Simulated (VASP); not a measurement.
Here is a VASP 6.6.1 calculation.

Contents of INCAR:

```
ALGO = Normal
EDIFF = 1E-7
ENCUT = 520
GGA = PS
ISIF = 2
ISMEAR = 0
IVDW = 13
LASPH = T
LCHARG = F
LREAL = F
LWAVE = F
NBANDS = 25
NELM = 60
PREC = Accurate
SIGMA = 0.01
```

File KPOINTS:

```
k-points
0
Gamma
  6 6 6
```

File POSCAR:

```
CO2
1.0
   -1.9747300000      1.9747300000      3.0140600000
    1.9747300000     -1.9747300000      3.0140600000
    1.9747300000      1.9747300000     -3.0140600000
C O
2 4
Direct
    0.7500000000      0.2500000000      0.5000000000
    0.0000000000      0.0000000000      0.0000000000
    0.7098000000      0.1250000000      0.0848000000
    0.0402000000      0.6250000000      0.9152000000
    0.3750000000      0.2902000000      0.4152000000
    0.8750000000      0.9598000000      0.5848000000
```

Potentials or basis: VASP PAW PBE potentials, release 64 (C, O).

Command:

```console
$ cat potpaw_PBE.64/C/POTCAR potpaw_PBE.64/O/POTCAR > POTCAR
$ mpirun -np 1 vasp_std > vasp.out
```

(1) What does it give for the pressure?

(2) Predict the band gap on the k mesh.

Answers

(1) -6.2 GPa.

(2) 7.53 eV, indirect (least direct gap 8.00 eV).

Caveat: the PAW data sets were made with another functional, which shifts forces and pressure a little.
